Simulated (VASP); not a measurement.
Write the native input for VASP 6.6.1 that does the following.

| Quantity | Value |
| --- | --- |
| Task | single point |
| Functional | RPBE |
| Potentials or basis | VASP PAW PBE potentials, release 64 (Rh_pv) |
| Cutoff | 520 eV |
| k mesh | 23 × 23 × 23 |
| Occupations | fermi-dirac, width 0.05 eV |
| Spin | collinear spin, ferromagnetic start |
| Starting moments | [1.0] μB |
| Dipole correction | no |
| Further INCAR settings | ALGO = Normal; EDIFF = 1e-06; NBANDS = 18 |

The structure of Rh lies in POSCAR:

```
Rh
1.0
    0.0000000000      1.9270181635      1.9270181635
    1.9270181635      0.0000000000      1.9270181635
    1.9270181635      1.9270181635      0.0000000000
Rh
1
Direct
    0.0000000000      0.0000000000      0.0000000000
```

The input as run:

INCAR

```
SYSTEM = Rh
PREC = Accurate ; ENCUT = 520
EDIFF = 1E-6 ; ISMEAR = -1
SIGMA = 0.05 ; LREAL = .FALSE.
LASPH = .TRUE. ; NELM = 150
ALGO = Normal ; ISIF = 2
LWAVE = .FALSE. ; LCHARG = .TRUE.
ISPIN = 2 ; MAGMOM = 1
LORBIT = 11 ; LMAXMIX = 4
GGA = RP ; LELF = .TRUE.
LVHAR = .TRUE. ; NBANDS = 18
```

KPOINTS

```
regular mesh
0
G
  23 23 23
  0 0 0
```

Potentials or basis: VASP PAW PBE potentials, release 64 (Rh_pv).

Command:

```sh
$ cat potpaw_PBE.64/Rh_pv/POTCAR > POTCAR
$ mpirun -np 1 vasp_std > vasp.out
```

It gave:

```json
{
  "Pressure": "0.1 GPa",
  "Net moment": "0.00 μB per cell",
  "Valence electrons inside the program's atomic spheres": "Rh 13.72"
}
```

Caveat: the PAW data sets were made with another functional, which shifts forces and pressure a little.

It took 60 s on 1 thread of Intel(R) Xeon(R) 6975P-C (Granite Rapids), with other jobs on the host, peak memory 0.23 GiB.
